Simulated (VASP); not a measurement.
# Tl (P6/mmm) in VASP: notebook

The runs below take Tl through single point, with RPBE.

All numbers are computed with VASP 6.6.1; they aren't measurements. Logs are shortened: lines on timing, memory, paths and dates and some standing lists are left out, and cuts for length are marked.

## Step 1: The cell of the first run

It takes space group P6/mmm (No. 191, hexagonal). The conventional cell has a = 5.534 Å, b = 5.534 Å, c = 3.399 Å, α = 90.00°, β = 90.00°, γ = 120.00°. Tl (site symmetry 6/mmm) has 14 Tl at 3.40 to 3.62 Å within 4.5 Å. Tl (site symmetry -6m2) has 11 Tl at 3.19 to 3.62 Å within 4.2 Å.

## Step 2: Single point, RPBE (volume scaled by 0.88)

The input, INCAR:

```
  ALGO = Normal
  EDIFF = 1E-7
  ENCUT = 520
  GGA = RP
  ISIF = 2
  ISMEAR = -1
  LASPH = T
  LCHARG = F
  LREAL = F
  LWAVE = F
  NBANDS = 26
  NELM = 100
  PREC = Accurate
  SIGMA = 0.1
```

The input, KPOINTS:

```
k-points
0
Gamma
  7 7 10
```

The input, POSCAR:

```
Tl
1.0
    5.5336828004      0.0000000000      0.0000000000
   -2.7668414002      4.7923098816      0.0000000000
    0.0000000000      0.0000000000      3.3991502370
Tl
3
Direct
    1.0000000000      1.0000000000      0.0000000000
    0.3333333333      0.6666666667      0.5000000000
    0.6666666667      0.3333333333      0.5000000000
```

Potentials or basis: VASP PAW PBE potentials, release 64 (Tl_d).

Launch:

```bash
> cat potpaw_PBE.64/Tl_d/POTCAR > POTCAR
> mpirun -np 1 vasp_std > vasp.out
```

OUTCAR:

```text
EDIFF = 1E-7
   ENCUT = 520
   GGA = RP
   ISIF = 2
   ISMEAR = -1
   LASPH = T
   LREAL = F
   NELM = 100
   PREC = Accurate

 ion  position               nearest neighbor table
   1  0.000  0.000  0.000-   2 3.62   3 3.62   2 3.62   3 3.62   2 3.62   2 3.62   3 3.62   3 3.62
                             3 3.62   3 3.62   2 3.62   2 3.62
   2  0.333  0.667  0.500-   3 3.19   3 3.19   3 3.19   1 3.62   1 3.62   1 3.62   1 3.62   1 3.62
                             1 3.62
   3  0.667  0.333  0.500-   2 3.19   2 3.19   2 3.19   1 3.62   1 3.62   1 3.62   1 3.62   1 3.62
                             1 3.62

  LATTYP: Found a hexagonal cell.
 ALAT       =     5.5336828004
 C/A-ratio  =     0.6142654647

  Lattice vectors:

 A1 = (   5.5336828004,   0.0000000000,   0.0000000000)
 A2 = (  -2.7668414002,   4.7923098816,   0.0000000000)
 A3 = (   0.0000000000,   0.0000000000,   3.3991502370)

Analysis of symmetry for initial positions (statically):
=====================================================================
 Subroutine PRICEL returns:
 Original cell was already a primitive cell.

 Routine SETGRP: Setting up the symmetry group for a
 hexagonal supercell.

 Subroutine GETGRP returns: Found 24 space group operations
 (whereof 24 operations were pure point group operations)
 out of a pool of 24 trial point group operations.

The static configuration has the point symmetry D_6h.

Analysis of symmetry for dynamics (positions and initial velocities):
=====================================================================
 Subroutine PRICEL returns:
 Original cell was already a primitive cell.

 Routine SETGRP: Setting up the symmetry group for a
 hexagonal supercell.

 Subroutine GETGRP returns: Found 24 space group operations
 (whereof 24 operations were pure point group operations)
 out of a pool of 24 trial point group operations.

The dynamic configuration has the point symmetry D_6h.

 Subroutine INISYM returns: Found 24 space group operations
 (whereof 24 operations are pure point group operations),
 and found     1 'primitive' translations

----------------------------------------------------------------------------------------

                                     Primitive cell

  volume of cell :      90.1425

  direct lattice vectors                    reciprocal lattice vectors
     5.533682800  0.000000000  0.000000000     0.180711478  0.104333821  0.000000000
    -2.766841400  4.792309882  0.000000000     0.000000000  0.208667641  0.000000000
     0.000000000  0.000000000  3.399150237     0.000000000  0.000000000  0.294191174

  length of vectors
     5.533682800  5.533682800  3.399150237     0.208667641  0.208667641  0.294191174

  position of ions in fractional coordinates (direct lattice)
     0.000000000  0.000000000  0.000000000
     0.333333333  0.666666667  0.500000000
     0.666666667  0.333333333  0.500000000

  ion indices of the primitive-cell ions
   primitive index   ion index
                 1           1
                 2           2
                 3           3

----------------------------------------------------------------------------------------

 KPOINTS: k-points

Automatic generation of k-mesh.
 Grid dimensions read from file:
 generate k-points for:    7    7   10

 Generating k-lattice:

  Cartesian coordinates                     Fractional coordinates (reciprocal lattice)
     0.025815925  0.014904832  0.000000000     0.142857143 -0.000000000  0.000000000
     0.000000000  0.029809663  0.000000000     0.000000000  0.142857143  0.000000000
     0.000000000  0.000000000  0.029419117     0.000000000  0.000000000  0.100000000

  Length of vectors
     0.029809663  0.029809663  0.029419117

  Shift w.r.t. Gamma in fractional coordinates (k-lattice)
     0.000000000  0.000000000  0.000000000

 Subroutine IBZKPT returns following result:
 ===========================================

 Found     48 irreducible k-points:

 Following reciprocal coordinates:
            Coordinates               Weight
  0.000000  0.000000  0.000000      1.000000
  0.142857  0.000000  0.000000      6.000000
  0.285714  0.000000  0.000000      6.000000
  0.428571  0.000000  0.000000      6.000000
  0.142857  0.142857  0.000000      6.000000
  0.285714  0.142857  0.000000     12.000000
[... 16 lines left out ...]
  0.428571  0.142857  0.200000     12.000000
  0.285714  0.285714  0.200000     12.000000
 [... further k-points ...]
   k-points           NKPTS =     48   k-points in BZ     NKDIM =     48   number of bands    NBANDS=     26
   number of dos      NEDOS =    301   number of ions     NIONS =      3
   total plane-waves  NPLWV =  49392
   dimension x,y,z NGX =    42 NGY =   42 NGZ =   28
   dimension x,y,z NGXF=    84 NGYF=   84 NGZF=   56
   ions per type =               3
   NGX,Y,Z   is equivalent  to a cutoff of  12.62, 12.62, 13.69 a.u.
   NGXF,Y,Z  is equivalent  to a cutoff of  25.24, 25.24, 27.39 a.u.
 SYSTEM =  unknown system
   PREC   = accura    normal or accurate (medium, high low for compatibility)
   ISTART =      0    job   : 0-new  1-cont  2-samecut
   ICHARG =      2    charge: 1-file 2-atom 10-const
   ISPIN  =      1    spin polarized calculation?
   LNONCOLLINEAR =      F non collinear calculations
   LSORBIT =      F    spin-orbit coupling
   LASPH  =      T    aspherical Exc in radial PAW
   ENCUT  =  520.0 eV  38.22 Ry    6.18 a.u.  10.29 10.29  6.32*2*pi/ulx,y,z
   NELM   =    100;   NELMIN=  2; NELMDL= -5     # of ELM steps
   EDIFF  = 0.1E-06   stopping-criterion for ELM
   LREAL  =      F    real-space projection
   EDIFFG = 0.1E-05   stopping-criterion for IOM
   NSW    =      0    number of steps for IOM
   IBRION =     -1    ionic relax: 0-MD 1-quasi-New 2-CG
   NFREE  =      0    steps in history (QN), initial steepest desc. (CG)
   ISIF   =      2    stress and relaxation
   ISYM   =      2    0-nonsym 1-usesym 2-fastsym
   POTIM  = 0.5000    time-step for ionic-motion
   TEBEG  =    0.0;   TEEND  =   0.0 temperature during run
   PSTRESS=    0.0 pullay stress
   NELECT =      39.0000    total number of electrons
   NUPDOWN=      -1.0000    fix difference up-down
   EMIN   =  10.00;   EMAX   =-10.00  energy-range for DOS
   EFERMI =   0.00;   METHOD = LEGACY
   ISMEAR =    -1;   SIGMA  =   0.10  broadening in eV -4-tet -1-fermi 0-gaus
   EFERMI_NEDOS =   21; number of points for ismear=-14 and -15
   IALGO  =     38    algorithm
   IMIX   =      4    mixing-type and parameters
     AMIX     =   0.40;   BMIX     =  1.00
     AMIX_MAG =   1.60;   BMIX_MAG =  1.00
  volume/ion in A,a.u.               =      30.05       202.77
  Fermi-wavevector in a.u.,A,eV,Ry     =   1.238188  2.339836 20.859215  1.533109
  Thomas-Fermi vector in A             =   2.372724
   LORBIT       =      0    0 simple, 1 ext, 2 COOP (PROOUT), +10 PAW based schemes
   GGA     = RP    functional components
   LHFCALC =     F    Hartree Fock is set to
   AEXX    =    0.0000 exact exchange contribution
   IVDW    =     0    specifies the selected vdW correction
   LEPSILON=     F    determine dielectric tensor
   LRPA    =     F    only Hartree local field effects (RPA)
 non-spin polarized calculation
  energy-cutoff  :      520.00
  volume of cell :       90.14
 maximum number of plane-waves:      2443
 NGX is ok and might be reduce to    42
   NGX = 21   NGY = 21   NGZ = 13

 number of electron      39.0000003 magnetization

 Free energy of the ion-electron system (eV)
  ---------------------------------------------------
  ext. energy  EPLUGINS =         0.00000000
  ---------------------------------------------------
  free energy    TOTEN  =        -5.37517838 eV

  energy without entropy =       -5.33165714  energy(sigma->0) =       -5.35341776

 E-fermi :   6.3602     XC(G=0):  -9.8145

 val. band max:        6.3421409403   @ k =   0.0000   0.0000   0.2000
 cond. band min:       6.3878685173   @ k =   0.2857   0.2857   0.1000
 fundamental gap:      0.0457275770
 Fermi energy:         6.3601704503

 k-point     1 :       0.0000    0.0000    0.0000
  band No.  band energies     occupation
      1      -5.7697      2.00000
      2      -5.4430      2.00000
      3      -5.4323      2.00000
      4      -5.4323      2.00000
      5      -5.4162      2.00000
      6      -5.2567      2.00000
[... 18 lines left out ...]
     25      16.5460      0.00000
     26      16.5672      0.00000

 k-point     2 :       0.1429    0.0000    0.0000
  band No.  band energies     occupation
      1      -5.7549      2.00000
      2      -5.5112      2.00000
      3      -5.4820      2.00000
      4      -5.4394      2.00000
      5      -5.4073      2.00000
      6      -5.2860      2.00000
[... 18 lines left out ...]
     25      15.2415      0.00000
     26      16.0364      0.00000

 k-point     3 :       0.2857    0.0000    0.0000
  band No.  band energies     occupation
      1      -5.7196      2.00000
      2      -5.6098      2.00000
      3      -5.5528      2.00000
      4      -5.4861      2.00000
      5      -5.4119      2.00000
      6      -5.3235      2.00000
[... 18 lines left out ...]
     25      14.2912      0.00000
     26      14.8716      0.00000

 k-point     4 :       0.4286    0.0000    0.0000
  band No.  band energies     occupation
      1      -5.7047      2.00000
      2      -5.6583      2.00000
      3      -5.5925      2.00000
      4      -5.5230      2.00000
      5      -5.4194      2.00000
      6      -5.3451      2.00000
[... 18 lines left out ...]
     25      12.4929      0.00000
     26      13.6128      0.00000
[... 496 lines left out ...]
      1      -5.6603      2.00000
      2      -5.5749      2.00000
      3      -5.5469      2.00000
      4      -5.4297      2.00000
      5      -5.3771      2.00000
      6      -5.3038      2.00000
[... 18 lines left out ...]
     25      11.8185      0.00000
     26      12.1443      0.00000

 k-point    23 :       0.4286    0.1429    0.2000
  band No.  band energies     occupation
      1      -5.6758      2.00000
      2      -5.5877      2.00000
      3      -5.5456      2.00000
      4      -5.4261      2.00000
      5      -5.3701      2.00000
      6      -5.3119      2.00000
[... 18 lines left out ...]
     25      12.3609      0.00000
     26      12.8202      0.00000

 k-point    24 :       0.2857    0.2857    0.2000
  band No.  band energies     occupation
      1      -5.6867      2.00000
      2      -5.5651      2.00000
      3      -5.5551      2.00000
      4      -5.4347      2.00000
      5      -5.3502      2.00000
      6      -5.3176      2.00000
[... 18 lines left out ...]
     25      13.1012      0.00000
     26      13.1238      0.00000

 [... further k-points ...]
[... 5 lines left out ...]
  --------------------------------------------------------------------------------------
  -------------------------------------------------------------------------------------
  Total        1.8684107      1.8684107      1.8336271      0.0000000     -0.0000000      0.0000000
  in kB       33.2088171     33.2088171     32.5905795      0.0000000     -0.0000000      0.0000000
  external PRESSURE =      33.0027379 kB  Pullay stress =       0.0000000 kB

 VOLUME and BASIS-vectors are now :
 -----------------------------------------------------------------------------
  energy-cutoff  :      520.00
  volume of cell :       90.14
      direct lattice vectors                 reciprocal lattice vectors
     5.533682800  0.000000000  0.000000000     0.180711478  0.104333821  0.000000000
    -2.766841400  4.792309882  0.000000000     0.000000000  0.208667641  0.000000000
     0.000000000  0.000000000  3.399150237     0.000000000  0.000000000  0.294191174

 POSITION                                       TOTAL-FORCE (eV/Angst)
 -----------------------------------------------------------------------------------
      0.00000      0.00000      0.00000        -0.000000      0.000000      0.000000
     -0.00000      3.19487      1.69958        -0.000000     -0.000000      0.000000
      2.76684      1.59744      1.69958         0.000000     -0.000000     -0.000000
 -----------------------------------------------------------------------------------
    total drift:                                0.000000      0.000000     -0.000000

  FREE ENERGIE OF THE ION-ELECTRON SYSTEM (eV)
  ---------------------------------------------------
  free  energy   TOTEN  =        -5.3751783788 eV

  energy  without entropy=       -5.3316571363  energy(sigma->0) =       -5.35341776
```

Run time: 2.3 min. Hardware: 1 thread of Intel Xeon Platinum 8488C (Sapphire Rapids), shared host; peak memory 0.25 GiB.

Results:

| Item | Value |
| --- | --- |
| Free energy | -5.3752 eV |
| Pressure | 3.3 GPa |

Levels at points of the mesh, in eV from the Fermi level:
```tsv
k point	band 16	band 17	band 18	band 19	band 20	band 21	band 22	band 23
(0.00, 0.00, 0.00)	-9.87	-4.61	-4.26	-0.53	-0.53	-0.38	-0.38	4.52
(0.00, 0.00, 0.50)	-6.80	-5.60	-2.08	-0.05	0.67	1.34	1.34	1.44
```

Caveat: the PAW data sets were made with another functional, which shifts forces and pressure a little; spin-orbit coupling is left out, which moves the levels of the heavy elements.

## Step 3: Single point, RPBE (volume scaled by 0.92)

The input, INCAR:

```
PREC     = Accurate       # precision mode
ENCUT    = 520            # plane-wave cutoff, eV
EDIFF    = 1E-6           # SCF threshold, eV
ISMEAR   = -1             # smearing method
SIGMA    = 0.1            # smearing width, eV
LREAL    = F              # projectors in reciprocal space
LASPH    = T              # aspherical terms in the spheres
NELM     = 100            # most SCF steps
ALGO     = Normal         # electronic algorithm
ISIF     = 2              # what is computed and relaxed
LWAVE    = F              # write WAVECAR
LCHARG   = F              # write CHGCAR
GGA      = RP             # functional
NBANDS   = 26             # bands
```

The input, KPOINTS:

```
Automatic mesh
0
Gamma
  7 7 10
```

The input, POSCAR:

```
Tl
1.0
    5.6162872594      0.0000000000      0.0000000000
   -2.8081436297      4.8638474416      0.0000000000
    0.0000000000      0.0000000000      3.4498913034
Tl
3
Direct
    1.0000000000      1.0000000000      0.0000000000
    0.3333333333      0.6666666667      0.5000000000
    0.6666666667      0.3333333333      0.5000000000
```

Potentials or basis: VASP PAW PBE potentials, release 64 (Tl_d).

Launch:

```bash
> cat potpaw_PBE.64/Tl_d/POTCAR > POTCAR
> mpirun -np 1 vasp_std > vasp.out
```

OUTCAR:

```text
PREC = Accurate
   ENCUT = 520
   EDIFF = 1E-6
   ISMEAR = -1
   LREAL = F
   LASPH = T
   NELM = 100
   ISIF = 2
   GGA = RP

 ion  position               nearest neighbor table
   1  0.000  0.000  0.000-   2 3.67   3 3.67   2 3.67   3 3.67   3 3.67   3 3.67   2 3.67   2 3.67
                             3 3.67   3 3.67   2 3.67   2 3.67
   2  0.333  0.667  0.500-   3 3.24   3 3.24   3 3.24   1 3.67   1 3.67   1 3.67   1 3.67   1 3.67
                             1 3.67
   3  0.667  0.333  0.500-   2 3.24   2 3.24   2 3.24   1 3.67   1 3.67   1 3.67   1 3.67   1 3.67
                             1 3.67

  LATTYP: Found a hexagonal cell.
[... 886 lines left out ...]
     26      12.4510      0.00000

 [... further k-points ...]
[... 5 lines left out ...]
  --------------------------------------------------------------------------------------
  -------------------------------------------------------------------------------------
  Total        1.1052740      1.1052740      1.0793494      0.0000000     -0.0000000      0.0000000
  in kB       18.7908264     18.7908264     18.3500799      0.0000000     -0.0000000      0.0000000
  external PRESSURE =      18.6439109 kB  Pullay stress =       0.0000000 kB

 VOLUME and BASIS-vectors are now :
 -----------------------------------------------------------------------------
  energy-cutoff  :      520.00
  volume of cell :       94.24
      direct lattice vectors                 reciprocal lattice vectors
     5.616287259  0.000000000  0.000000000     0.178053571  0.102799277  0.000000000
    -2.808143630  4.863847442  0.000000000     0.000000000  0.205598554  0.000000000
     0.000000000  0.000000000  3.449891303     0.000000000  0.000000000  0.289864205

 POSITION                                       TOTAL-FORCE (eV/Angst)
 -----------------------------------------------------------------------------------
      0.00000      0.00000      0.00000        -0.000000      0.000000      0.000000
     -0.00000      3.24256      1.72495         0.000000      0.000000      0.000000
      2.80814      1.62128      1.72495        -0.000000      0.000000      0.000000
 -----------------------------------------------------------------------------------
    total drift:                                0.000000      0.000000     -0.000000

  FREE ENERGIE OF THE ION-ELECTRON SYSTEM (eV)
  ---------------------------------------------------
  free  energy   TOTEN  =        -5.4425759261 eV

  energy  without entropy=       -5.3941963975  energy(sigma->0) =       -5.41838616
```

Wall time 1.9 min (1 thread of Intel Xeon Platinum 8488C (Sapphire Rapids), shared host); peak memory 0.26 GiB.

Results:

- Free energy: -5.4426 eV
- Pressure: 1.9 GPa

Levels at points of the mesh, in eV from the Fermi level:
| k point | band 17 | band 18 | band 19 | band 20 | band 21 | band 22 |
| --- | --- | --- | --- | --- | --- | --- |
| (0.00, 0.00, 0.00) | -4.67 | -4.34 | -0.47 | -0.47 | -0.32 | -0.32 |
| (0.00, 0.00, 0.50) | -5.52 | -2.31 | -0.12 | 0.65 | 1.33 | 1.33 |

Caveat: the PAW data sets were made with another functional, which shifts forces and pressure a little; spin-orbit coupling is left out, which moves the levels of the heavy elements.
